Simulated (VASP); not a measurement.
# BAs (F-43m) in VASP: a series of runs

Aim: see how the results for BAs move with the level of theory and the settings. Levels: PBE, LDA. Tasks: G0W0 quasiparticle levels.

Everything below comes from runs of VASP 6.6.1. Logs are shortened: lines on timing, memory, paths and dates and some standing lists are left out, and cuts for length are marked.

**1. The cell of the first run**

The structure is cubic, space group F-43m (No. 216). The conventional cell has a = 4.784 Å, b = 4.784 Å, c = 4.784 Å, α = 90.00°, β = 90.00°, γ = 90.00°. B (site symmetry -43m) has 4 As at 2.07 Å within 2.7 Å. As (site symmetry -43m) has 4 B at 2.07 Å within 2.7 Å.

**2. G0W0 quasiparticle levels, PBE**

File POSCAR:

```
BAs
1.0
    0.0000000000      2.3918676044      2.3918676044
    2.3918676044      0.0000000000      2.3918676044
    2.3918676044      2.3918676044      0.0000000000
B As
1 1
Direct
    0.0000000000      0.0000000000      0.0000000000
    0.2500000000      0.2500000000      0.2500000000
```

File INCAR.step1:

```
PREC     = Accurate       # precision mode
ENCUT    = 500            # plane-wave cutoff, eV
EDIFF    = 1E-8           # SCF threshold, eV
ISMEAR   = 0              # smearing method
SIGMA    = 0.01           # smearing width, eV
LREAL    = False          # projectors in reciprocal space
LASPH    = True           # aspherical terms in the spheres
NELM     = 100            # most SCF steps
ALGO     = Normal         # electronic algorithm
LWAVE    = True           # write WAVECAR
LCHARG   = False          # write CHGCAR
GGA      = PE             # functional
```

File INCAR.step2:

```
PREC     = Accurate       # precision mode
ENCUT    = 500            # plane-wave cutoff, eV
EDIFF    = 1E-8           # SCF threshold, eV
ISMEAR   = 0              # smearing method
SIGMA    = 0.01           # smearing width, eV
LREAL    = False          # projectors in reciprocal space
LASPH    = True           # aspherical terms in the spheres
NELM     = 1              # most SCF steps
ALGO     = Exact          # electronic algorithm
LWAVE    = True           # write WAVECAR
LCHARG   = False          # write CHGCAR
GGA      = PE             # functional
NBANDS   = 64             # bands
LOPTICS  = True           # frequency-dependent dielectric function
ISTART   = 1
```

File INCAR.step3:

```
PREC     = Accurate       # precision mode
ENCUT    = 500            # plane-wave cutoff, eV
EDIFF    = 1E-8           # SCF threshold, eV
ISMEAR   = 0              # smearing method
SIGMA    = 0.01           # smearing width, eV
LREAL    = False          # projectors in reciprocal space
LASPH    = True           # aspherical terms in the spheres
ALGO     = EVGW0          # electronic algorithm
LWAVE    = False          # write WAVECAR
LCHARG   = False          # write CHGCAR
GGA      = PE             # functional
NELMGW   = 1            
NBANDS   = 64             # bands
ENCUTGW  = 80.0           # cutoff of the response function
NOMEGA   = 48             # frequency points
PRECFOCK = Fast         
ISTART   = 1            
NBANDSGW = 12
```

File KPOINTS:

```
regular mesh
0
Gamma
  4 4 4
```

Potentials or basis: VASP PAW PBE potentials, release 64 (B_GW, As_GW).

Run with:

```console
$ cat potpaw_PBE.64/B_GW/POTCAR potpaw_PBE.64/As_GW/POTCAR > POTCAR
$ cp INCAR.step1 INCAR
$ mpirun -np 1 vasp_std > vasp.out
$ cp INCAR.step2 INCAR
$ mpirun -np 1 vasp_std > vasp.out
$ cp INCAR.step3 INCAR
$ mpirun -np 1 vasp_std > vasp.out
```

OUTCAR:

```text
PREC = Accurate
   ENCUT = 500
   EDIFF = 1E-8
   ISMEAR = 0
   LREAL = False
   LASPH = True
   GGA = PE
   NELMGW = 1
   ENCUTGW = 80.0
   PRECFOCK = Fast
   ISTART = 1

 ion  position               nearest neighbor table
   1  0.000  0.000  0.000-   2 2.07   2 2.07   2 2.07   2 2.07
   2  0.250  0.250  0.250-   1 2.07   1 2.07   1 2.07   1 2.07

  LATTYP: Found a face centered cubic cell.
 ALAT       =     4.7837352088

  Lattice vectors:

 A1 = (   0.0000000000,   2.3918676044,   2.3918676044)
 A2 = (   2.3918676044,   0.0000000000,   2.3918676044)
 A3 = (   2.3918676044,   2.3918676044,   0.0000000000)

Analysis of symmetry for initial positions (statically):
=====================================================================
 Subroutine PRICEL returns:
 Original cell was already a primitive cell.

 Routine SETGRP: Setting up the symmetry group for a
 face centered cubic supercell.

 Subroutine GETGRP returns: Found 24 space group operations
 (whereof 24 operations were pure point group operations)
 out of a pool of 48 trial point group operations.

The static configuration has the point symmetry T_d .

Analysis of symmetry for dynamics (positions and initial velocities):
=====================================================================
 Subroutine PRICEL returns:
 Original cell was already a primitive cell.

 Routine SETGRP: Setting up the symmetry group for a
 face centered cubic supercell.

 Subroutine GETGRP returns: Found 24 space group operations
 (whereof 24 operations were pure point group operations)
 out of a pool of 48 trial point group operations.

The dynamic configuration has the point symmetry T_d .

 Subroutine INISYM returns: Found 24 space group operations
 (whereof 24 operations are pure point group operations),
 and found     1 'primitive' translations

----------------------------------------------------------------------------------------

                                     Primitive cell

  volume of cell :      27.3679

  direct lattice vectors                    reciprocal lattice vectors
     0.000000000  2.391867604  2.391867604    -0.209041671  0.209041671  0.209041671
     2.391867604  0.000000000  2.391867604     0.209041671 -0.209041671  0.209041671
     2.391867604  2.391867604  0.000000000     0.209041671  0.209041671 -0.209041671

  length of vectors
     3.382611606  3.382611606  3.382611606     0.362070794  0.362070794  0.362070794

  position of ions in fractional coordinates (direct lattice)
     0.000000000  0.000000000  0.000000000
     0.250000000  0.250000000  0.250000000

  ion indices of the primitive-cell ions
   primitive index   ion index
                 1           1
                 2           2

----------------------------------------------------------------------------------------

 KPOINTS: regular mesh

Automatic generation of k-mesh.
 Grid dimensions read from file:
 generate k-points for:    4    4    4

 Generating k-lattice:

  Cartesian coordinates                     Fractional coordinates (reciprocal lattice)
    -0.052260418  0.052260418  0.052260418     0.250000000  0.000000000  0.000000000
     0.052260418 -0.052260418  0.052260418     0.000000000  0.250000000  0.000000000
     0.052260418  0.052260418 -0.052260418     0.000000000  0.000000000  0.250000000

  Length of vectors
     0.090517699  0.090517699  0.090517699

  Shift w.r.t. Gamma in fractional coordinates (k-lattice)
     0.000000000  0.000000000  0.000000000

 Subroutine IBZKPT returns following result:
 ===========================================

 Found      8 irreducible k-points:

 Following reciprocal coordinates:
            Coordinates               Weight
  0.000000  0.000000  0.000000      1.000000
  0.250000  0.000000  0.000000      8.000000
  0.500000  0.000000  0.000000      4.000000
  0.250000  0.250000  0.000000      6.000000
  0.500000  0.250000  0.000000     24.000000
 -0.250000  0.250000  0.000000     12.000000
  0.500000  0.500000  0.000000      3.000000
 -0.250000  0.500000  0.250000      6.000000
   k-points           NKPTS =      8   k-points in BZ     NKDIM =     64   number of bands    NBANDS=     64
   number of dos      NEDOS =    301   number of ions     NIONS =      2
   total plane-waves  NPLWV =  21952
   dimension x,y,z NGX =    28 NGY =   28 NGZ =   28
   dimension x,y,z NGXF=    56 NGYF=   56 NGZF=   56
   ions per type =               1   1
   NGX,Y,Z   is equivalent  to a cutoff of  13.76, 13.76, 13.76 a.u.
   NGXF,Y,Z  is equivalent  to a cutoff of  27.52, 27.52, 27.52 a.u.
 SYSTEM =  unknown system
   PREC   = accura    normal or accurate (medium, high low for compatibility)
   ISTART =      1    job   : 0-new  1-cont  2-samecut
   ICHARG =      0    charge: 1-file 2-atom 10-const
   ISPIN  =      1    spin polarized calculation?
   LNONCOLLINEAR =      F non collinear calculations
   LSORBIT =      F    spin-orbit coupling
   LASPH  =      T    aspherical Exc in radial PAW
   ENCUT  =  500.0 eV  36.75 Ry    6.06 a.u.   6.17  6.17  6.17*2*pi/ulx,y,z
   NELM   =     60;   NELMIN=  2; NELMDL=  0     # of ELM steps
   EDIFF  = 0.1E-07   stopping-criterion for ELM
   LREAL  =      F    real-space projection
   EDIFFG = 0.1E-06   stopping-criterion for IOM
   NSW    =      0    number of steps for IOM
   IBRION =     -1    ionic relax: 0-MD 1-quasi-New 2-CG
   NFREE  =      0    steps in history (QN), initial steepest desc. (CG)
   ISIF   =      0    stress and relaxation
   ISYM   =      3    0-nonsym 1-usesym 2-fastsym
   POTIM  = 0.5000    time-step for ionic-motion
   TEBEG  =    0.0;   TEEND  =   0.0 temperature during run
   PSTRESS=    0.0 pullay stress
   NELECT =       8.0000    total number of electrons
   NUPDOWN=      -1.0000    fix difference up-down
   EMIN   =  10.00;   EMAX   =-10.00  energy-range for DOS
   EFERMI =   0.00;   METHOD = LEGACY
   ISMEAR =     0;   SIGMA  =   0.01  broadening in eV -4-tet -1-fermi 0-gaus
   EFERMI_NEDOS =   21; number of points for ismear=-14 and -15
   IALGO  =     38    algorithm
   IMIX   =      4    mixing-type and parameters
     AMIX     =   0.40;   BMIX     =  1.00
     AMIX_MAG =   1.60;   BMIX_MAG =  1.00
  volume/ion in A,a.u.               =      13.68        92.34
  Fermi-wavevector in a.u.,A,eV,Ry     =   1.086487  2.053162 16.061039  1.180453
  Thomas-Fermi vector in A             =   2.222624
   LORBIT       =      0    0 simple, 1 ext, 2 COOP (PROOUT), +10 PAW based schemes
   GGA     = PE    functional components
   LHFCALC =     T    Hartree Fock is set to
   PRECFOCK=fast      Normal, Fast or Accurate (Low or Medium for compatibility)
   ENCUT4O =  -1.0   cutoff for four orbital integrals eV
   NKREDX  =     1    reduce k-point grid by
   NKREDY  =     1    reduce k-point grid by
   NKREDZ  =     1    reduce k-point grid by
   AEXX    =    1.0000 exact exchange contribution
   HFSCREEN=    0.0000 screening length (either q_TF or 0.3 A-1)
   HFSCREENC=   0.0000 screening length for correlation (either q_TF or 0.3 A-1)
   ENCUTFOCK=  -1.0 apply spherical cutoff to Coloumb kernel
   IVDW    =     0    specifies the selected vdW correction
   LEPSILON=     F    determine dielectric tensor
   LRPA    =     F    only Hartree local field effects (RPA)
   LRPAFORCE           =     F    calculate RPA forces
   ENCUTGW             =  80.0    cutoff for response function in eV
   ENCUTGWSOFT         =  64.0    soft cutoff for Coulomb kernel in GW response function in eV
   ENCUTLF             =  -1.0    cutoff for local field effects
   NELMGW              =     1    number of iterations in solving QP/BSE equation
   NELMHF              =     1    number of iterations in the inner HF iteration
   NKREDLFX            =     1    NKREDLFY  =   1   NKREDLFZ  =   1
 non-spin polarized calculation
 Gauss-broadening in eV      SIGMA  =   0.01
  energy-cutoff  :      500.00
  volume of cell :       27.37
 maximum number of plane-waves:       725
 NGX is ok and might be reduce to    28
  NGX = 14; NGY = 14; NGZ = 14
   NGX = 13   NGY = 13   NGZ = 13
 maximum number of plane-waves:        59
 NGX is ok and might be reduce to    10

 QP shifts <psi_nk| G(iteration)W_0 |psi_nk>: iteration 1
 for sc-GW calculations column KS-energies equals QP-energies in previous step
 and V_xc(KS)=  KS-energies - (<T + V_ion + V_H > + <T+V_H+V_ion>^1  + <V_x>^1)

 k-point   1 :       0.0000    0.0000    0.0000
  band No.  KS-energies  QP-energies   sigma(KS)   V_xc(KS)     V^pw_x(r,r')   Z            occupation Imag(sigma)

      1      -9.2209      -9.8341     -12.4961     -11.6423     -19.5631       0.7181       2.0000       1.2731
      2       6.1567       5.9195     -12.8853     -12.5850     -14.2993       0.7901       2.0000       0.0728
      3       6.1567       5.9195     -12.8853     -12.5850     -14.2993       0.7901       2.0000       0.0728
      4       6.1567       5.9195     -12.8853     -12.5850     -14.2993       0.7901       2.0000       0.0728
      5       9.4107       9.8774     -10.7780     -11.3710      -6.5717       0.7871       0.0000      -0.0837
      6       9.4107       9.8774     -10.7780     -11.3710      -6.5717       0.7871       0.0000      -0.0837
      7       9.4107       9.8774     -10.7780     -11.3710      -6.5717       0.7871       0.0000      -0.0837
      8      10.7662      11.5709     -11.5487     -12.6047      -6.4650       0.7620       0.0000      -0.1250
      9      15.7008      15.7694      -8.7918      -8.8789      -3.0271       0.7882       0.0000      -0.3003
     10      19.0664      19.2470     -10.1616     -10.3938      -4.3558       0.7777       0.0000      -0.3509
     11      19.0664      19.2470     -10.1616     -10.3938      -4.3558       0.7777       0.0000      -0.3509
     12      20.4808      20.5824      -8.8673      -8.9965      -2.4883       0.7859       0.0000      -0.4922

 k-point   2 :       0.2500    0.0000    0.0000
  band No.  KS-energies  QP-energies   sigma(KS)   V_xc(KS)     V^pw_x(r,r')   Z            occupation Imag(sigma)
[... 97 lines left out ...]
      1      -4.8906      -5.2276     -12.8088     -12.3501     -18.2583       0.7350       2.0000       0.6396
      2      -1.8948      -2.4866     -12.9186     -12.1052     -17.5213       0.7277       2.0000       0.3920
      3       0.6785       0.1380     -11.8080     -11.0993     -14.6627       0.7625       2.0000       0.1609
      4       0.9729       0.4432     -11.8908     -11.1947     -14.6543       0.7610       2.0000       0.1508
      5      11.3921      11.6619     -10.2485     -10.5958      -5.3066       0.7771       0.0000      -0.1298
      6      12.0532      12.7616     -11.0423     -11.9739      -5.6431       0.7604       0.0000      -0.1622
      7      12.9332      13.1191      -9.7983     -10.0344      -4.8968       0.7877       0.0000      -0.1526
      8      13.1468      13.5939     -10.8045     -11.3886      -5.3601       0.7655       0.0000      -0.1980
      9      18.4022      18.9335     -11.0914     -11.8055      -4.2181       0.7440       0.0000      -0.4942
     10      21.6201      22.1696     -11.0498     -11.7769      -4.2006       0.7557       0.0000      -0.7376
     11      21.8025      22.0624     -10.1683     -10.5111      -3.3232       0.7580       0.0000      -0.6489
     12      24.9635      25.4382     -10.3340     -10.9589      -3.4309       0.7597       0.0000      -0.9362
```

Wall time 59 s (1 thread of Intel Xeon 8259CL, shared host); peak memory 0.23 GiB.

What came out:

```yaml
Band_gap_on_the_k_mesh_mean-field_level: 1.42 eV, indirect (least direct gap 3.25 eV)
Quasiparticle_gap: 1.73 eV
Least_direct_quasiparticle_gap: 3.96 eV
```

Caveat: the k points lie up to 0.57 Å⁻¹ apart; bands, screening cutoff and mesh are small and nothing is extrapolated, so the quasiparticle values aren't converged.

**3. G0W0 quasiparticle levels, LDA**

POSCAR is that of step 2.

File INCAR.step1:

```
SYSTEM = BAs
ALGO     = Normal         ! electronic algorithm
EDIFF    = 1E-8           ! SCF threshold, eV
ENCUT    = 500            ! plane-wave cutoff, eV
ISMEAR   = 0              ! smearing method
LASPH    = .TRUE.         ! aspherical terms in the spheres
LCHARG   = .FALSE.        ! write CHGCAR
LREAL    = .FALSE.        ! projectors in reciprocal space
LWAVE    = .TRUE.         ! write WAVECAR
NELM     = 80             ! most SCF steps
PREC     = Accurate       ! precision mode
SIGMA    = 0.01           ! smearing width, eV
```

File INCAR.step2:

```
SYSTEM = BAs
ALGO     = Exact          ! electronic algorithm
EDIFF    = 1E-8           ! SCF threshold, eV
ENCUT    = 500            ! plane-wave cutoff, eV
ISMEAR   = 0              ! smearing method
ISTART   = 1            
LASPH    = .TRUE.         ! aspherical terms in the spheres
LCHARG   = .FALSE.        ! write CHGCAR
LOPTICS  = .TRUE.         ! frequency-dependent dielectric function
LREAL    = .FALSE.        ! projectors in reciprocal space
LWAVE    = .TRUE.         ! write WAVECAR
NBANDS   = 64             ! bands
NELM     = 1              ! most SCF steps
PREC     = Accurate       ! precision mode
SIGMA    = 0.01           ! smearing width, eV
```

File INCAR.step3:

```
SYSTEM = BAs
ALGO     = EVGW0          ! electronic algorithm
EDIFF    = 1E-8           ! SCF threshold, eV
ENCUT    = 500            ! plane-wave cutoff, eV
ENCUTGW  = 80.0           ! cutoff of the response function
ISMEAR   = 0              ! smearing method
ISTART   = 1            
LASPH    = .TRUE.         ! aspherical terms in the spheres
LCHARG   = .FALSE.        ! write CHGCAR
LREAL    = .FALSE.        ! projectors in reciprocal space
LWAVE    = .FALSE.        ! write WAVECAR
NBANDS   = 64             ! bands
NBANDSGW = 12           
NELMGW   = 1            
NOMEGA   = 48             ! frequency points
PREC     = Accurate       ! precision mode
PRECFOCK = Fast         
SIGMA    = 0.01           ! smearing width, eV
```

File KPOINTS:

```
k-points
0
G
  4 4 4
  0 0 0
```

Potentials or basis: VASP PAW LDA potentials, release 64 (B_GW, As_GW).

Run with:

```console
$ cat potpaw_LDA.64/B_GW/POTCAR potpaw_LDA.64/As_GW/POTCAR > POTCAR
$ cp INCAR.step1 INCAR
$ mpirun -np 1 vasp_std > vasp.out
$ cp INCAR.step2 INCAR
$ mpirun -np 1 vasp_std > vasp.out
$ cp INCAR.step3 INCAR
$ mpirun -np 1 vasp_std > vasp.out
```

OUTCAR:

```text
SYSTEM = BAs
   EDIFF = 1E-8
   ENCUT = 500
   ENCUTGW = 80.0
   ISMEAR = 0
   ISTART = 1
   LASPH = .TRUE.
   LREAL = .FALSE.
   NELMGW = 1
   PREC = Accurate
   PRECFOCK = Fast

 ion  position               nearest neighbor table
   1  0.000  0.000  0.000-   2 2.07   2 2.07   2 2.07   2 2.07
   2  0.250  0.250  0.250-   1 2.07   1 2.07   1 2.07   1 2.07
[... 184 lines left out ...]
      2       6.1859       6.1442     -12.8676     -12.8147     -14.2652       0.7890       2.0000       0.0758
      3       6.1859       6.1442     -12.8676     -12.8147     -14.2652       0.7890       2.0000       0.0758
      4       6.1859       6.1442     -12.8676     -12.8147     -14.2652       0.7890       2.0000       0.0758
      5       9.4134      10.0990     -10.7898     -11.6613      -6.5799       0.7867       0.0000      -0.0814
      6       9.4134      10.0990     -10.7898     -11.6613      -6.5799       0.7867       0.0000      -0.0814
      7       9.4134      10.0990     -10.7898     -11.6613      -6.5799       0.7867       0.0000      -0.0814
      8      10.8074      11.7412     -11.5362     -12.7671      -6.4307       0.7587       0.0000      -0.1240
      9      15.4828      15.9215      -8.8496      -9.4077      -3.0698       0.7861       0.0000      -0.2917
     10      19.1758      19.4810     -10.1545     -10.5465      -4.3374       0.7787       0.0000      -0.3556
     11      19.1758      19.4810     -10.1545     -10.5465      -4.3374       0.7787       0.0000      -0.3556
     12      20.3865      20.7644      -8.8829      -9.3630      -2.4937       0.7870       0.0000      -0.5338
[... 100 lines left out ...]
      1      -4.8888      -5.0007     -12.8140     -12.6613     -18.2848       0.7331       2.0000       0.6486
      2      -1.7376      -2.2536     -12.8867     -12.1780     -17.4354       0.7281       2.0000       0.3866
      3       0.6847       0.3650     -11.7855     -11.3669     -14.6413       0.7639       2.0000       0.1633
      4       0.9821       0.6633     -11.8603     -11.4417     -14.6185       0.7614       2.0000       0.1528
      5      11.3420      11.8570     -10.2518     -10.9148      -5.3033       0.7768       0.0000      -0.1247
      6      12.0124      12.9333     -11.0536     -12.2669      -5.6382       0.7590       0.0000      -0.1574
      7      12.8415      13.3190      -9.7942     -10.4003      -4.9083       0.7878       0.0000      -0.1471
      8      13.1789      13.8023     -10.8284     -11.6433      -5.3636       0.7651       0.0000      -0.1972
      9      18.2726      19.0799     -11.1164     -12.2023      -4.2170       0.7434       0.0000      -0.4922
     10      21.5157      22.3444     -11.0594     -12.1569      -4.1979       0.7551       0.0000      -0.7318
     11      21.7197      22.2242     -10.1513     -10.8177      -3.3045       0.7570       0.0000      -0.6457
     12      24.9392      25.6189     -10.2989     -11.1963      -3.4011       0.7575       0.0000      -0.9298
```

Run time: 33 s. Hardware: 1 thread of Intel Xeon Platinum 8488C (Sapphire Rapids), shared host; peak memory 0.23 GiB.

Results:

| Property | Result |
| --- | --- |
| Band gap on the k mesh, mean-field level | 1.32 eV, indirect (least direct gap 3.23 eV) |
| Quasiparticle gap | 1.83 eV |
| Least direct quasiparticle gap | 3.95 eV |

Caveat: the k points lie up to 0.57 Å⁻¹ apart; bands, screening cutoff and mesh are small and nothing is extrapolated, so the quasiparticle values aren't converged. A k mesh can miss the band edges.
